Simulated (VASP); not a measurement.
Input of a VASP 6.6.1 run:

Contents of INCAR:

```
SYSTEM = C
  PREC = Accurate
  ENCUT = 600
  EDIFF = 1E-6
  ISMEAR = 0
  SIGMA = 0.1
  LREAL = .FALSE.
  LASPH = .TRUE.
  NELM = 120
  ALGO = Normal
  ISIF = 2
  LWAVE = .FALSE.
  LCHARG = .FALSE.
  GGA = PE
  IVDW = 12
  NBANDS = 16
  GGA_COMPAT = .FALSE.
```

Contents of KPOINTS:

```
Automatic mesh
0
G
  15 15 4
  0 0 0
```

File POSCAR:

```
C
1.0
    2.4560000000      0.0000000000      0.0000000000
   -1.2280000000      2.1269583917      0.0000000000
    0.0000000000      0.0000000000      6.6960000000
C
4
Direct
    0.0000000000      0.0000000000      0.7500000000
    0.0000000000      0.0000000000      0.2500000000
    0.3333333333      0.6666666667      0.7500000000
    0.6666666667      0.3333333333      0.2500000000
```

Potentials or basis: VASP PAW PBE potentials, release 64 (C).

Launch:

```console
$ cat potpaw_PBE.64/C/POTCAR > POTCAR
$ mpirun -np 1 vasp_std > vasp.out
```

(1) Estimate the pressure.

(2) Estimate the dispersion energy per atom.

(3) Predict the band gap on the k mesh.

Results:

(1) 3.3 GPa.

(2) -0.157 eV.

(3) zero (band 8 reaches 4.76 eV, above the bottom of band 9 at 4.74 eV).
